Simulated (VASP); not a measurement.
Here is a VASP 6.6.1 calculation.

Contents of INCAR:

```
PREC     = Accurate       # precision mode
ENCUT    = 520            # plane-wave cutoff, eV
EDIFF    = 1E-7           # SCF threshold, eV
ISMEAR   = 0              # smearing method
SIGMA    = 0.05           # smearing width, eV
LREAL    = F              # projectors in reciprocal space
LASPH    = T              # aspherical terms in the spheres
NELM     = 80             # most SCF steps
ALGO     = Normal         # electronic algorithm
ISIF     = 2              # what is computed and relaxed
LWAVE    = F              # write WAVECAR
LCHARG   = F              # write CHGCAR
GGA      = PS             # functional
NBANDS   = 6              # bands
```

The input KPOINTS:

```
Automatic mesh
0
Gamma
  10 10 26
```

File POSCAR:

```
H
1.0
    2.4376676398      0.0000000000      0.0000000000
    0.0000000000      2.4376676398      0.0000000000
    0.0000000000      0.0000000000      0.9804929200
H
1
Direct
    0.0000000000      0.0000000000      0.5000000000
```

Potentials or basis: VASP PAW PBE potentials, release 64 (H).

Launch:

```console
$ cat potpaw_PBE.64/H/POTCAR > POTCAR
$ mpirun -np 1 vasp_std > vasp.out
```

(1) Estimate the pressure.

Results:

(1) 2.4 GPa.

Caveat: the cell differs from its parent crystal (strain -0.080 along x and y, +0.000 along z); the PAW data sets were made with another functional, which shifts forces and pressure a little.
